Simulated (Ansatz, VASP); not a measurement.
## LaO6: VASP beside Ansatz

```
La O
1.0
     4.69302    0.00000    0.00000
     0.00000    4.69302    0.00000
     0.00000    0.00000    4.69302
La O
1 6
Direct
  0.00000 0.00000 0.00000
  0.85956 0.50000 0.50000
  0.14044 0.50000 0.50000
  0.50000 0.50000 0.85956
  0.50000 0.50000 0.14044
  0.50000 0.14044 0.50000
  0.50000 0.85956 0.50000
```

Alike in both runs: task single point; functional PBE; k mesh 8 × 8 × 8; occupations gaussian, width 0.1 eV; no spin polarisation.

|  | VASP | Ansatz |
| --- | --- | --- |
| version | VASP 6.6.1 | Ansatz 0.2.0 |
| potentials or method | VASP PAW PBE potentials, release 64 (La, O_h), cutoff 910 eV | scalar-relativistic, plane waves, PAW |
| valence electrons in the cell | 47 | 47 |

|  | VASP | Ansatz | Ansatz less VASP |
| --- | --- | --- | --- |
| gap on the k mesh at the Fermi level (eV) | none | none | - |
| rms of the force components (eV/Å) | 0.004 | 0.005 | +0.0008 |

Atom by atom the forces differ by 0.010 eV/Å (rms over components). A gap of «none» marks a metal or a gap that the smearing closes. With one functional, cell and mesh, what is left measures potentials, basis and numerics.

Spin-orbit coupling is off throughout. Noted on VASP's run: the cutoff is short for stress, so the pressure is rough.
